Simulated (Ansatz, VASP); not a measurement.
## Two plane-wave programs on PbF2

```
CELL_PARAMETERS angstrom
0.00000 2.96044 2.96044
2.96044 0.00000 2.96044
2.96044 2.96044 0.00000
ATOMIC_POSITIONS crystal
Pb 0.00000 0.00000 0.00000
F 0.25000 0.25000 0.25000
F 0.75000 0.75000 0.75000
```

Alike in both runs: task single point; functional PBE-based screened hybrid with a share of 0.4 of exact exchange and HFSCREEN = 0.1; k mesh 4 × 4 × 4; no spin polarisation.

|  | VASP | Ansatz |
| --- | --- | --- |
| version | VASP 6.6.1 | Ansatz 0.2.0 |
| potentials or method | VASP PAW PBE potentials, release 64 (Pb_d, F) | plane waves |
| plane-wave cutoff (eV) | 520 | 420 |
| occupations | gaussian, width 0.01 eV | fixed |
| valence electrons in the cell | 28 | 28 |

Ansatz gave:

```
gap on the k mesh at the Fermi level (eV) : 7.09
pressure (GPa)                            : 0.2
```

What did VASP give for the same quantities?

gap on the k mesh at the Fermi level (eV): 7.10; pressure (GPa): 0.0.

VASP's potentials were made for PBE, not for PBE-based screened hybrid. Ansatz's warnings: stress exchange threshold loose, stress scf threshold loose.

The k mesh is coarse, so the values compare programs but aren't converged. Spin-orbit coupling is off throughout.
